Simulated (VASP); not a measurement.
# TePb (NiAs type) (P6_3/mmc) in VASP: relaxation of cell and atoms with PBE

Aim: the relaxation of cell and atoms of TePb (NiAs type) with PBE.

Program: VASP 6.6.1. These are calculated values, not measurements. Logs are shortened: lines on timing, memory, paths and dates and some standing lists are left out, and cuts for length are marked.

## (1) The cell of the first run

Symmetry: P6_3/mmc, No. 194, hexagonal system. Conventional cell: a = 4.493 Å, b = 4.493 Å, c = 6.965 Å, α = 90.00°, β = 90.00°, γ = 120.00°. Within 4.1 Å of Pb (site symmetry -3m) lie 6 Te at 3.12 Å and 2 Pb at 3.48 Å. Te (site symmetry -6m2) has 6 Pb at 3.12 Å within 4.1 Å.

## (2) Relaxation of cell and atoms, PBE, target pressure 8.2 GPa, at which the enthalpy is minimised

File INCAR:

```
PREC = Accurate ; ENCUT = 600
EDIFF = 1E-6 ; ISMEAR = -1
SIGMA = 0.1 ; LREAL = F
LASPH = T ; NELM = 80
ALGO = Normal ; ISIF = 3
LWAVE = F ; LCHARG = F
GGA = PE ; IBRION = 2
NSW = 60 ; EDIFFG = -0.005
PSTRESS = 82.0
```

File KPOINTS:

```
Automatic mesh
0
Gamma
  9 9 5
```

File POSCAR:

```
TePb
1.0
    4.4934959465      0.0000000000      0.0000000000
   -2.2467479733      3.8914816415      0.0000000000
    0.0000000000      0.0000000000      6.9649187171
Pb Te
2 2
Direct
    0.0000000000      0.0000000000      0.0000000000
    0.0000000000      0.0000000000      0.5000000000
    0.3333333333      0.6666666667      0.2500000000
    0.6666666667      0.3333333333      0.7500000000
```

Potentials or basis: VASP PAW PBE potentials, release 64 (Pb_d, Te).

Launch:

```console
> cat potpaw_PBE.64/Pb_d/POTCAR potpaw_PBE.64/Te/POTCAR > POTCAR
> mpirun -np 1 vasp_std > vasp.out
```

OUTCAR:

```text
PREC = Accurate
   ENCUT = 600
   EDIFF = 1E-6
   ISMEAR = -1
   LREAL = F
   LASPH = T
   NELM = 80
   ISIF = 3
   GGA = PE
   IBRION = 2
   NSW = 60
   EDIFFG = -0.005
   PSTRESS = 82.0

 ion  position               nearest neighbor table
   1  0.000  0.000  0.000-   3 3.12   4 3.12   4 3.12   3 3.12   4 3.12   3 3.12   2 3.48   2 3.48

   2  0.000  0.000  0.500-   3 3.12   4 3.12   4 3.12   3 3.12   4 3.12   3 3.12   1 3.48   1 3.48

   3  0.333  0.667  0.250-   1 3.12   2 3.12   1 3.12   2 3.12   1 3.12   2 3.12
   4  0.667  0.333  0.750-   1 3.12   2 3.12   1 3.12   2 3.12   1 3.12   2 3.12

  LATTYP: Found a hexagonal cell.
 ALAT       =     4.4934959465
 C/A-ratio  =     1.5500000000

  Lattice vectors:

 A1 = (   4.4934959465,   0.0000000000,   0.0000000000)
 A2 = (  -2.2467479733,   3.8914816415,   0.0000000000)
 A3 = (   0.0000000000,   0.0000000000,   6.9649187171)

Analysis of symmetry for initial positions (statically):
=====================================================================
 Subroutine PRICEL returns:
 Original cell was already a primitive cell.

 Routine SETGRP: Setting up the symmetry group for a
 hexagonal supercell.

 Subroutine GETGRP returns: Found 24 space group operations
 (whereof 12 operations were pure point group operations)
 out of a pool of 24 trial point group operations.

The static configuration has the point symmetry D_3d.
 The point group associated with its full space group is D_6h.

Analysis of symmetry for dynamics (positions and initial velocities):
=====================================================================
 Subroutine PRICEL returns:
 Original cell was already a primitive cell.

 Routine SETGRP: Setting up the symmetry group for a
 hexagonal supercell.

 Subroutine GETGRP returns: Found 24 space group operations
 (whereof 12 operations were pure point group operations)
 out of a pool of 24 trial point group operations.

The dynamic configuration has the point symmetry D_3d.
 The point group associated with its full space group is D_6h.

 Subroutine INISYM returns: Found 24 space group operations
 (whereof 12 operations are pure point group operations),
 and found     1 'primitive' translations

----------------------------------------------------------------------------------------

                                     Primitive cell

  volume of cell :     121.7911

  direct lattice vectors                    reciprocal lattice vectors
     4.493495947  0.000000000  0.000000000     0.222543875  0.128485766  0.000000000
    -2.246747973  3.891481641  0.000000000     0.000000000  0.256971532  0.000000000
     0.000000000  0.000000000  6.964918717     0.000000000  0.000000000  0.143576694

  length of vectors
     4.493495947  4.493495947  6.964918717     0.256971532  0.256971532  0.143576694

  position of ions in fractional coordinates (direct lattice)
     0.000000000  0.000000000  0.000000000
     0.000000000  0.000000000  0.500000000
     0.333333333  0.666666667  0.250000000
     0.666666667  0.333333333  0.750000000

  ion indices of the primitive-cell ions
   primitive index   ion index
                 1           1
                 2           2
                 3           3
                 4           4

----------------------------------------------------------------------------------------

 KPOINTS: Automatic mesh

Automatic generation of k-mesh.
 Grid dimensions read from file:
 generate k-points for:    9    9    5

 Generating k-lattice:

  Cartesian coordinates                     Fractional coordinates (reciprocal lattice)
     0.024727097  0.014276196  0.000000000     0.111111111  0.000000000  0.000000000
     0.000000000  0.028552392  0.000000000     0.000000000  0.111111111  0.000000000
     0.000000000  0.000000000  0.028715339     0.000000000  0.000000000  0.200000000

  Length of vectors
     0.028552392  0.028552392  0.028715339

  Shift w.r.t. Gamma in fractional coordinates (k-lattice)
     0.000000000  0.000000000  0.000000000

 Subroutine IBZKPT returns following result:
 ===========================================

 Found     36 irreducible k-points:

 Following reciprocal coordinates:
            Coordinates               Weight
  0.000000  0.000000  0.000000      1.000000
  0.111111 -0.000000  0.000000      6.000000
  0.222222  0.000000  0.000000      6.000000
  0.333333  0.000000  0.000000      6.000000
  0.444444  0.000000  0.000000      6.000000
  0.111111  0.111111  0.000000      6.000000
[... 16 lines left out ...]
  0.333333  0.222222  0.200000     24.000000
  0.333333  0.333333  0.200000      4.000000
 [... further k-points ...]
   k-points           NKPTS =     36   k-points in BZ     NKDIM =     36   number of bands    NBANDS=     24
   number of dos      NEDOS =    301   number of ions     NIONS =      4
   total plane-waves  NPLWV =  72576
   dimension x,y,z NGX =    36 NGY =   36 NGZ =   56
   dimension x,y,z NGXF=    72 NGYF=   72 NGZF=  112
   ions per type =               2   2
   NGX,Y,Z   is equivalent  to a cutoff of  13.32, 13.32, 13.37 a.u.
   NGXF,Y,Z  is equivalent  to a cutoff of  26.64, 26.64, 26.73 a.u.
 SYSTEM =  unknown system
   PREC   = accura    normal or accurate (medium, high low for compatibility)
   ISTART =      0    job   : 0-new  1-cont  2-samecut
   ICHARG =      2    charge: 1-file 2-atom 10-const
   ISPIN  =      1    spin polarized calculation?
   LNONCOLLINEAR =      F non collinear calculations
   LSORBIT =      F    spin-orbit coupling
   LASPH  =      T    aspherical Exc in radial PAW
   ENCUT  =  600.0 eV  44.10 Ry    6.64 a.u.   8.97  8.97 13.91*2*pi/ulx,y,z
   NELM   =     80;   NELMIN=  2; NELMDL= -5     # of ELM steps
   EDIFF  = 0.1E-05   stopping-criterion for ELM
   LREAL  =      F    real-space projection
   EDIFFG = -.5E-02   stopping-criterion for IOM
   NSW    =     60    number of steps for IOM
   IBRION =      2    ionic relax: 0-MD 1-quasi-New 2-CG
   NFREE  =      1    steps in history (QN), initial steepest desc. (CG)
   ISIF   =      3    stress and relaxation
   ISYM   =      2    0-nonsym 1-usesym 2-fastsym
   POTIM  = 0.5000    time-step for ionic-motion
   TEBEG  =    0.0;   TEEND  =   0.0 temperature during run
   PSTRESS=   82.0 pullay stress
   NELECT =      40.0000    total number of electrons
   NUPDOWN=      -1.0000    fix difference up-down
   EMIN   =  10.00;   EMAX   =-10.00  energy-range for DOS
   EFERMI =   0.00;   METHOD = LEGACY
   ISMEAR =    -1;   SIGMA  =   0.10  broadening in eV -4-tet -1-fermi 0-gaus
   EFERMI_NEDOS =   21; number of points for ismear=-14 and -15
   IALGO  =     38    algorithm
   IMIX   =      4    mixing-type and parameters
     AMIX     =   0.40;   BMIX     =  1.00
     AMIX_MAG =   1.60;   BMIX_MAG =  1.00
  volume/ion in A,a.u.               =      30.45       205.47
  Fermi-wavevector in a.u.,A,eV,Ry     =   1.129509  2.134463 17.358185  1.275791
  Thomas-Fermi vector in A             =   2.266203
   LORBIT       =      0    0 simple, 1 ext, 2 COOP (PROOUT), +10 PAW based schemes
   GGA     = PE    functional components
   LHFCALC =     F    Hartree Fock is set to
   AEXX    =    0.0000 exact exchange contribution
   IVDW    =     0    specifies the selected vdW correction
   LEPSILON=     F    determine dielectric tensor
   LRPA    =     F    only Hartree local field effects (RPA)
 conjugate gradient relaxation of ions
 non-spin polarized calculation
  energy-cutoff  :      600.00
  volume of cell :      121.79
 maximum number of plane-waves:      4110
 NGX is ok and might be reduce to    36
   NGX = 17   NGY = 17   NGZ = 27

--------------------------------------- Ionic step        1  -------------------------------------------

 number of electron      40.0000005 magnetization

 Free energy of the ion-electron system (eV)
  ---------------------------------------------------
  ext. energy  EPLUGINS =         0.00000000
  ---------------------------------------------------
  free energy    TOTEN  =       -14.18558204 eV

  energy without entropy =      -14.16833565  energy(sigma->0) =      -14.17695885

------------------------ aborting loop because EDIFF is reached ----------------------------------------

  FORCE on cell =-STRESS in cart. coord.  units (eV):
  Direction    XX          YY          ZZ          XY          YZ          ZX
  --------------------------------------------------------------------------------------
  -------------------------------------------------------------------------------------
  Total        6.3488928      6.3488928      9.4974870     -0.0000000      0.0000000     -0.0000000
  in kB       83.5205187     83.5205187    124.9406891     -0.0000000      0.0000000     -0.0000000
  external PRESSURE =      15.3272422 kB  Pullay stress =      82.0000000 kB
[... 99 lines left out ...]
  FREE ENERGIE OF THE ION-ELECTRON SYSTEM (eV)
  ---------------------------------------------------
  free  energy   TOTEN  =       -14.5493012216 eV

  energy  without entropy=      -14.5376022830  energy(sigma->0) =      -14.54345175

  enthalpy is  TOTEN    =        -8.0222384072 eV   P V=        6.5270628144

[... ionic steps 4 to 10 ...]

--------------------------------------- Ionic step       11  -------------------------------------------

 number of electron      39.9999997 magnetization

------------------------ aborting loop because EDIFF is reached ----------------------------------------

  FORCE on cell =-STRESS in cart. coord.  units (eV):
  Direction    XX          YY          ZZ          XY          YZ          ZX
  --------------------------------------------------------------------------------------
  -------------------------------------------------------------------------------------
  Total        6.2112854      6.2112854      6.3004201     -0.0000000      0.0000000     -0.0000000
  in kB       81.2595985     81.2595985     82.4257088     -0.0000000      0.0000000     -0.0000000
  external PRESSURE =      -0.3516981 kB  Pullay stress =      82.0000000 kB
[... 65 lines left out ...]
  enthalpy is  TOTEN    =        -8.1613410841 eV   P V=        6.2657724400

--------------------------------------- Ionic step       13  -------------------------------------------

 number of electron      39.9999999 magnetization

 Free energy of the ion-electron system (eV)
  ---------------------------------------------------
  ext. energy  EPLUGINS =         0.00000000
  ---------------------------------------------------
  free energy    TOTEN  =       -14.42084312 eV

  energy without entropy =      -14.40385188  energy(sigma->0) =      -14.41234750

 E-fermi :   7.3089     XC(G=0):  -9.7490

 val. band max:        7.2418886640   @ k =   0.3333   0.2222   0.0000
 cond. band min:       7.4143677423   @ k =   0.3333   0.3333   0.4000
 fundamental gap:      0.1724790782
 Fermi energy:         7.3089292499

 k-point     1 :       0.0000    0.0000    0.0000
  band No.  band energies     occupation
      1     -10.0106      2.00000
      2     -10.0028      2.00000
      3     -10.0028      2.00000
      4      -9.9809      2.00000
      5      -9.9809      2.00000
      6      -9.9576      2.00000
[... 637 lines left out ...]
     23      10.1485      0.00000
     24      11.6224      0.00000

 [... further k-points ...]
[... 5 lines left out ...]
  --------------------------------------------------------------------------------------
  -------------------------------------------------------------------------------------
  Total        6.2672419      6.2672419      6.2611060     -0.0000000      0.0000000      0.0000000
  in kB       82.1024469     82.1024469     82.0220646     -0.0000000      0.0000000      0.0000000
  external PRESSURE =       0.0756528 kB  Pullay stress =      82.0000000 kB
[... 19 lines left out ...]
  FREE ENERGIE OF THE ION-ELECTRON SYSTEM (eV)
  ---------------------------------------------------
  free  energy   TOTEN  =       -14.4208431183 eV

  energy  without entropy=      -14.4038518757  energy(sigma->0) =      -14.41234750

  enthalpy is  TOTEN    =        -8.1614214114 eV   P V=        6.2594217069

 reached required accuracy - stopping structural energy minimisation
```

It took 11 min on 1 thread of Oxide Virtual Turin-like, shared host; peak memory 0.31 GiB.

What came out:

```
Free energy                                            : -14.4208 eV
Relaxed volume                                         : 30.58 Å³/atom
Relaxed cell                                           : a = 4.243 Å, b = 4.243 Å, c = 7.843 Å, α = 90.00°, β = 90.00°, γ = 120.00°
Space group after relaxing (to 0.05 Å)                 : P6_3/mmc (No. 194)
Energy change on relaxing (the enthalpy is what falls) : -58.8 meV/atom
Ionic steps                                            : 13
Pressure after relaxing                                : 8.2 GPa
Band gap on the k mesh                                 : zero (band 20 reaches 7.85 eV, above the bottom of band 21 at 7.41 eV)
```

The path:
```csv
step,energy change (eV),largest force (eV/Å),pressure (GPa),volume (Å³)
1,0.0000,0.0000,9.73,121.79
2,-0.3328,0.0000,6.70,126.94
3,-0.3637,0.0000,6.39,127.53
4,-0.3745,0.0000,6.71,126.57
5,-0.3385,0.0000,7.27,124.58
6,-0.0359,0.0000,8.29,119.66
7,-0.2846,0.0000,7.61,123.30
8,-0.2895,0.0000,7.58,123.40
9,-0.2033,0.0000,8.66,121.71
10,-0.2445,0.0000,8.15,122.48
11,-0.2436,0.0000,8.16,122.47
12,-0.2415,0.0000,8.18,122.43
13,-0.2353,0.0000,8.21,122.30
```

Final structure:
```
Pb Te
1.0
     4.24333    0.00000    0.00000
    -2.12167    3.67483    0.00000
     0.00000    0.00000    7.84307
Pb Te
2 2
Cartesian
  0.0000 0.0000 7.8431
  0.0000 0.0000 3.9215
  0.0000 2.4499 1.9608
  2.1217 1.2249 5.8823
```

Caveat: the cell is relaxed towards a set pressure, so the enthalpy falls and the energy may rise; spin-orbit coupling is left out, which moves the levels of the heavy elements.
